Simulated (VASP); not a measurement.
# LiSb7 (P-6m2) in VASP: relaxation of cell and atoms with PBE

Aim: the relaxation of cell and atoms of LiSb7 with PBE.

Program: VASP 6.6.1. These are calculated values, not measurements. Logs are shortened: lines on timing, memory, paths and dates and some standing lists are left out, and cuts for length are marked.

### Step 1. The cell of the first run

It takes space group P-6m2 (No. 187, hexagonal). Conventional cell: a = 6.708 Å, b = 6.708 Å, c = 5.526 Å, α = 90.00°, β = 90.00°, γ = 120.00°. Li (site symmetry -6m2) has 12 Sb at 3.35 to 3.45 Å within 4.4 Å. Within 4.4 Å of Sb (site symmetry mm2) lie 10 Sb at 3.34 to 3.37 Å and 2 Li at 3.35 Å. Within 4.1 Å of Sb (site symmetry mm2) lie 10 Sb at 3.14 to 3.57 Å and 2 Li at 3.45 Å. Sb (site symmetry -6m2) has 12 Sb at 3.36 to 3.37 Å within 4.4 Å.

### Step 2. Relaxation of cell and atoms, PBE

Contents of INCAR:

```
SYSTEM = LiSb7
PREC     = Accurate       ! precision mode
ENCUT    = 600            ! plane-wave cutoff, eV
EDIFF    = 1E-6           ! SCF threshold, eV
ISMEAR   = 0              ! smearing method
SIGMA    = 0.1            ! smearing width, eV
LREAL    = .FALSE.        ! projectors in reciprocal space
LASPH    = .TRUE.         ! aspherical terms in the spheres
NELM     = 100            ! most SCF steps
ALGO     = Normal         ! electronic algorithm
ISIF     = 3              ! what is computed and relaxed
LWAVE    = .FALSE.        ! write WAVECAR
LCHARG   = .FALSE.        ! write CHGCAR
GGA      = PE             ! functional
IBRION   = 2              ! ionic algorithm
NSW      = 100            ! ionic steps
EDIFFG   = -0.01          ! ionic threshold
```

Contents of KPOINTS:

```
Automatic mesh
0
G
  9 9 8
  0 0 0
```

Contents of POSCAR:

```
LiSb7
1.0
    6.7082184061      0.0000000000      0.0000000000
   -3.3541092030      5.8094875538      0.0000000000
    0.0000000000      0.0000000000      5.5262395620
Li Sb
1 7
Direct
    0.0000000000      0.0000000000      0.0000000000
    0.4992859476      0.9985718953      0.0000000000
    0.4992859476      0.5007140524      0.0000000000
    0.0014281047      0.5007140524      0.0000000000
    0.3546451195      0.1773225598      0.5000000000
    0.8226774402      0.1773225598      0.5000000000
    0.8226774402      0.6453548805      0.5000000000
    0.3333333333      0.6666666667      0.5000000000
```

Potentials or basis: VASP PAW PBE potentials, release 64 (Li_sv, Sb).

Command:

```sh
$ cat potpaw_PBE.64/Li_sv/POTCAR potpaw_PBE.64/Sb/POTCAR > POTCAR
$ mpirun -np 1 vasp_std > vasp.out
```

OUTCAR:

```text
SYSTEM = LiSb7
   PREC = Accurate
   ENCUT = 600
   EDIFF = 1E-6
   ISMEAR = 0
   LREAL = .FALSE.
   LASPH = .TRUE.
   NELM = 100
   ISIF = 3
   GGA = PE
   IBRION = 2
   NSW = 100
   EDIFFG = -0.01

 ion  position               nearest neighbor table
   1  0.000  0.000  0.000-
   2  0.499  0.999  0.000-   3 3.34   4 3.34   5 3.34   5 3.34   6 3.34   6 3.34   3 3.37   4 3.37
                             8 3.37   8 3.37
   3  0.499  0.501  0.000-   2 3.34   4 3.34   5 3.34   5 3.34   7 3.34   7 3.34   2 3.37   4 3.37
                             8 3.37   8 3.37
   4  0.001  0.501  0.000-   3 3.34   2 3.34   7 3.34   7 3.34   6 3.34   6 3.34   3 3.37   2 3.37
                             8 3.37   8 3.37
   5  0.355  0.177  0.500-   6 3.14   7 3.14   2 3.34   2 3.34   3 3.34   3 3.34   8 3.36   8 3.36
                             6 3.57   7 3.57
   6  0.823  0.177  0.500-   7 3.14   5 3.14   4 3.34   4 3.34   2 3.34   2 3.34   8 3.36   8 3.36
                             7 3.57   5 3.57
   7  0.823  0.645  0.500-   6 3.14   5 3.14   4 3.34   4 3.34   3 3.34   3 3.34   8 3.36   8 3.36
                             6 3.57   5 3.57
   8  0.333  0.667  0.500-   5 3.36   5 3.36   7 3.36   7 3.36   6 3.36   6 3.36   3 3.37   3 3.37
                             2 3.37   2 3.37   4 3.37   4 3.37

  LATTYP: Found a hexagonal cell.
 ALAT       =     6.7082184061
 C/A-ratio  =     0.8238013773

  Lattice vectors:

 A1 = (   6.7082184061,   0.0000000000,   0.0000000000)
 A2 = (  -3.3541092030,   5.8094875538,   0.0000000000)
 A3 = (   0.0000000000,   0.0000000000,   5.5262395620)

Analysis of symmetry for initial positions (statically):
=====================================================================
 Subroutine PRICEL returns:
 Original cell was already a primitive cell.

 Routine SETGRP: Setting up the symmetry group for a
 hexagonal supercell.

 Subroutine GETGRP returns: Found 12 space group operations
 (whereof 12 operations were pure point group operations)
 out of a pool of 24 trial point group operations.

The static configuration has the point symmetry D_3h.

Analysis of symmetry for dynamics (positions and initial velocities):
=====================================================================
 Subroutine PRICEL returns:
 Original cell was already a primitive cell.

 Routine SETGRP: Setting up the symmetry group for a
 hexagonal supercell.

 Subroutine GETGRP returns: Found 12 space group operations
 (whereof 12 operations were pure point group operations)
 out of a pool of 24 trial point group operations.

The dynamic configuration has the point symmetry D_3h.

 Subroutine INISYM returns: Found 12 space group operations
 (whereof 12 operations are pure point group operations),
 and found     1 'primitive' translations

----------------------------------------------------------------------------------------

                                     Primitive cell

  volume of cell :     215.3648

  direct lattice vectors                    reciprocal lattice vectors
     6.708218406  0.000000000  0.000000000     0.149070877  0.086066111  0.000000000
    -3.354109203  5.809487554  0.000000000     0.000000000  0.172132222  0.000000000
     0.000000000  0.000000000  5.526239562     0.000000000  0.000000000  0.180954877

  length of vectors
     6.708218406  6.708218406  5.526239562     0.172132222  0.172132222  0.180954877

  position of ions in fractional coordinates (direct lattice)
     0.000000000  0.000000000  0.000000000
     0.499285948  0.998571895  0.000000000
     0.499285948  0.500714052  0.000000000
     0.001428105  0.500714052  0.000000000
     0.354645119  0.177322560  0.500000000
     0.822677440  0.177322560  0.500000000
     0.822677440  0.645354881  0.500000000
     0.333333333  0.666666667  0.500000000

  ion indices of the primitive-cell ions
   primitive index   ion index
                 1           1
                 2           2
                 3           3
                 4           4
                 5           5
                 6           6
                 7           7
                 8           8

----------------------------------------------------------------------------------------

 KPOINTS: Automatic mesh

Automatic generation of k-mesh.
 Grid dimensions read from file:
 generate k-points for:    9    9    8

 Generating k-lattice:

  Cartesian coordinates                     Fractional coordinates (reciprocal lattice)
     0.016563431  0.009562901  0.000000000     0.111111111 -0.000000000  0.000000000
     0.000000000  0.019125802  0.000000000     0.000000000  0.111111111  0.000000000
     0.000000000  0.000000000  0.022619360     0.000000000  0.000000000  0.125000000

  Length of vectors
     0.019125802  0.019125802  0.022619360

  Shift w.r.t. Gamma in fractional coordinates (k-lattice)
     0.000000000  0.000000000  0.000000000

 Subroutine IBZKPT returns following result:
 ===========================================

 Found     60 irreducible k-points:

 Following reciprocal coordinates:
            Coordinates               Weight
  0.000000  0.000000  0.000000      1.000000
  0.111111 -0.000000  0.000000      6.000000
  0.222222 -0.000000  0.000000      6.000000
  0.333333  0.000000  0.000000      6.000000
  0.444444 -0.000000  0.000000      6.000000
  0.111111  0.111111  0.000000      6.000000
[... 16 lines left out ...]
  0.333333  0.222222  0.125000     24.000000
  0.333333  0.333333  0.125000      4.000000
 [... further k-points ...]
   k-points           NKPTS =     60   k-points in BZ     NKDIM =     60   number of bands    NBANDS=     24
   number of dos      NEDOS =    301   number of ions     NIONS =      8
   total plane-waves  NPLWV = 139968
   dimension x,y,z NGX =    54 NGY =   54 NGZ =   48
   dimension x,y,z NGXF=   108 NGYF=  108 NGZF=   96
   ions per type =               1   7
   NGX,Y,Z   is equivalent  to a cutoff of  13.38, 13.38, 14.44 a.u.
   NGXF,Y,Z  is equivalent  to a cutoff of  26.77, 26.77, 28.88 a.u.
 SYSTEM =  LiSb7
   PREC   = accura    normal or accurate (medium, high low for compatibility)
   ISTART =      0    job   : 0-new  1-cont  2-samecut
   ICHARG =      2    charge: 1-file 2-atom 10-const
   ISPIN  =      1    spin polarized calculation?
   LNONCOLLINEAR =      F non collinear calculations
   LSORBIT =      F    spin-orbit coupling
   LASPH  =      T    aspherical Exc in radial PAW
   ENCUT  =  600.0 eV  44.10 Ry    6.64 a.u.  13.40 13.40 11.04*2*pi/ulx,y,z
   NELM   =    100;   NELMIN=  2; NELMDL= -5     # of ELM steps
   EDIFF  = 0.1E-05   stopping-criterion for ELM
   LREAL  =      F    real-space projection
   EDIFFG = -.1E-01   stopping-criterion for IOM
   NSW    =    100    number of steps for IOM
   IBRION =      2    ionic relax: 0-MD 1-quasi-New 2-CG
   NFREE  =      1    steps in history (QN), initial steepest desc. (CG)
   ISIF   =      3    stress and relaxation
   ISYM   =      2    0-nonsym 1-usesym 2-fastsym
   POTIM  = 0.5000    time-step for ionic-motion
   TEBEG  =    0.0;   TEEND  =   0.0 temperature during run
   PSTRESS=    0.0 pullay stress
   NELECT =      38.0000    total number of electrons
   NUPDOWN=      -1.0000    fix difference up-down
   EMIN   =  10.00;   EMAX   =-10.00  energy-range for DOS
   EFERMI =   0.00;   METHOD = LEGACY
   ISMEAR =     0;   SIGMA  =   0.10  broadening in eV -4-tet -1-fermi 0-gaus
   EFERMI_NEDOS =   21; number of points for ismear=-14 and -15
   IALGO  =     38    algorithm
   IMIX   =      4    mixing-type and parameters
     AMIX     =   0.40;   BMIX     =  1.00
     AMIX_MAG =   1.60;   BMIX_MAG =  1.00
  volume/ion in A,a.u.               =      26.92       181.67
  Fermi-wavevector in a.u.,A,eV,Ry     =   0.918215  1.735175 11.471331  0.843119
  Thomas-Fermi vector in A             =   2.043272
   LORBIT       =      0    0 simple, 1 ext, 2 COOP (PROOUT), +10 PAW based schemes
   GGA     = PE    functional components
   LHFCALC =     F    Hartree Fock is set to
   AEXX    =    0.0000 exact exchange contribution
   IVDW    =     0    specifies the selected vdW correction
   LEPSILON=     F    determine dielectric tensor
   LRPA    =     F    only Hartree local field effects (RPA)
 conjugate gradient relaxation of ions
 non-spin polarized calculation
 Gauss-broadening in eV      SIGMA  =   0.10
  energy-cutoff  :      600.00
  volume of cell :      215.36
 maximum number of plane-waves:      7228
 NGX is ok and might be reduce to    54
   NGX = 27   NGY = 27   NGZ = 23

--------------------------------------- Ionic step        1  -------------------------------------------

 number of electron      38.0000008 magnetization

 Free energy of the ion-electron system (eV)
  ---------------------------------------------------
  ext. energy  EPLUGINS =         0.00000000
  ---------------------------------------------------
  free energy    TOTEN  =       -29.77285596 eV

  energy without entropy =      -29.75163199  energy(sigma->0) =      -29.76224397

------------------------ aborting loop because EDIFF is reached ----------------------------------------

  FORCE on cell =-STRESS in cart. coord.  units (eV):
  Direction    XX          YY          ZZ          XY          YZ          ZX
  --------------------------------------------------------------------------------------
  -------------------------------------------------------------------------------------
  Total       -0.7379816     -0.7379816      1.5220640     -0.0000000      0.0000000      0.0000000
  in kB       -5.4901143     -5.4901143     11.3231894     -0.0000000      0.0000000      0.0000000
  external PRESSURE =       0.1143203 kB  Pullay stress =       0.0000000 kB
[... 107 lines left out ...]
  FREE ENERGIE OF THE ION-ELECTRON SYSTEM (eV)
  ---------------------------------------------------
  free  energy   TOTEN  =       -29.8539957493 eV

  energy  without entropy=      -29.8324222109  energy(sigma->0) =      -29.84320898

[... ionic steps 4 to 27 ...]

--------------------------------------- Ionic step       28  -------------------------------------------

 number of electron      38.0000006 magnetization

------------------------ aborting loop because EDIFF is reached ----------------------------------------
[... 79 lines left out ...]
--------------------------------------- Ionic step       30  -------------------------------------------

 number of electron      38.0000006 magnetization

 Free energy of the ion-electron system (eV)
  ---------------------------------------------------
  ext. energy  EPLUGINS =         0.00000000
  ---------------------------------------------------
  free energy    TOTEN  =       -29.96123586 eV

  energy without entropy =      -29.94435453  energy(sigma->0) =      -29.95279520

 E-fermi :   7.3383     XC(G=0):  -9.7331

 val. band max:        7.3100721061   @ k =   0.3333   0.3333   0.0000
 cond. band min:       7.3434161462   @ k =   0.3333   0.3333   0.1250
 fundamental gap:      0.0333440401
 Fermi energy:         7.3382901494

 k-point     1 :       0.0000    0.0000    0.0000
  band No.  band energies     occupation
      1     -39.8236      2.00000
      2      -5.2053      2.00000
      3      -2.5390      2.00000
      4      -1.4687      2.00000
      5      -1.4687      2.00000
      6      -1.0416      2.00000
[... 637 lines left out ...]
     23       8.2584      0.00000
     24       8.6988      0.00000

 [... further k-points ...]
[... 5 lines left out ...]
  --------------------------------------------------------------------------------------
  -------------------------------------------------------------------------------------
  Total       -0.0177721     -0.0177721     -0.0476114     -0.0000000      0.0000000      0.0000000
  in kB       -0.1315715     -0.1315715     -0.3524791     -0.0000000      0.0000000      0.0000000
  external PRESSURE =      -0.2052073 kB  Pullay stress =       0.0000000 kB
[... 23 lines left out ...]
  FREE ENERGIE OF THE ION-ELECTRON SYSTEM (eV)
  ---------------------------------------------------
  free  energy   TOTEN  =       -29.9612358615 eV

  energy  without entropy=      -29.9443545315  energy(sigma->0) =      -29.95279520

 reached required accuracy - stopping structural energy minimisation
```

Wall time 1.7 h (1 thread of Intel Xeon Platinum 8488C (Sapphire Rapids), shared host); peak memory 0.59 GiB.

What came out:

| Quantity | Value |
| --- | --- |
| Free energy | -29.9612 eV |
| Relaxed volume | 27.05 Å³/atom |
| Relaxed cell | a = 6.652 Å, b = 6.652 Å, c = 5.648 Å, α = 90.00°, β = 90.00°, γ = 120.00° |
| Space group after relaxing (to 0.05 Å) | P-6m2 (No. 187) |
| Energy gained by relaxing | 23.5 meV/atom |
| Ionic steps | 30 |
| Pressure after relaxing | 0.0 GPa |
| Largest force after relaxing | 0.009 eV/Å |
| Band gap on the k mesh | zero (band 19 reaches 8.82 eV, above the bottom of band 20 at 6.70 eV) |

Forces in eV/Å, atoms in the order of the input:
```
Li   0.000  0.000  0.000
Sb   0.000 -0.004  0.000
Sb  -0.003  0.002  0.000
Sb   0.003  0.002  0.000
Sb  -0.008 -0.005  0.000
Sb   0.008 -0.005  0.000
Sb   0.000  0.009  0.000
Sb   0.000  0.000  0.000
```

The path:
```csv
step,energy change (eV),largest force (eV/Å),pressure (GPa),volume (Å³)
1,0.0000,0.3320,0.01,215.36
2,-0.0335,0.3212,-0.12,215.41
3,-0.0811,0.2451,-0.33,215.39
4,-0.1050,0.2035,0.18,212.72
5,-0.1173,0.1641,1.06,208.92
6,-0.1286,0.1464,0.92,209.31
7,-0.1550,0.0935,0.64,210.47
8,-0.1640,0.1857,0.59,212.79
9,-0.1685,0.1309,0.54,211.79
10,-0.1688,0.1369,0.54,211.96
11,-0.1739,0.1348,0.06,213.70
12,-0.1743,0.1342,-0.12,214.41
13,-0.1766,0.1183,-0.09,214.38
14,-0.1810,0.0622,0.03,214.29
15,-0.1771,0.0941,0.34,214.11
16,-0.1817,0.0598,0.10,214.25
17,-0.1831,0.0664,-0.03,214.95
18,-0.1840,0.0831,-0.32,216.65
19,-0.1843,0.0814,-0.31,216.70
20,-0.1854,0.0759,-0.28,216.84
21,-0.1867,0.0613,-0.20,217.12
22,-0.1860,0.0792,-0.01,217.68
23,-0.1870,0.0486,-0.14,217.30
24,-0.1874,0.0416,-0.09,216.98
25,-0.1879,0.0307,0.10,216.05
26,-0.1882,0.0179,0.07,216.09
27,-0.1883,0.0115,0.02,216.16
28,-0.1883,0.0113,0.02,216.17
29,-0.1883,0.0108,0.01,216.23
30,-0.1884,0.0092,-0.02,216.42
```

Final structure:
```cif
data_structure
_symmetry_space_group_name_H-M 'P 1'
_symmetry_Int_Tables_number 1
_cell_length_a 6.6518
_cell_length_b 6.6518
_cell_length_c 5.6479
_cell_angle_alpha 90.000
_cell_angle_beta 90.000
_cell_angle_gamma 120.000
_cell_volume 216.42
loop_
_atom_site_label
_atom_site_type_symbol
_atom_site_fract_x
_atom_site_fract_y
_atom_site_fract_z
_atom_site_occupancy
Li1 Li 0.00000 0.00000 0.00000 1
Sb1 Sb 0.48903 0.97806 0.00000 1
Sb2 Sb 0.48903 0.51097 0.00000 1
Sb3 Sb 0.02194 0.51097 0.00000 1
Sb4 Sb 0.30570 0.15285 0.50000 1
Sb5 Sb 0.84715 0.15285 0.50000 1
Sb6 Sb 0.84715 0.69430 0.50000 1
Sb7 Sb 0.33333 0.66667 0.50000 1
```

Caveat: the cutoff is under 1.25 times the usual one of these potentials, so pressure, stress and relaxed cells hold a basis-set (Pulay) error; spin-orbit coupling is left out, which moves the levels of the heavy elements.
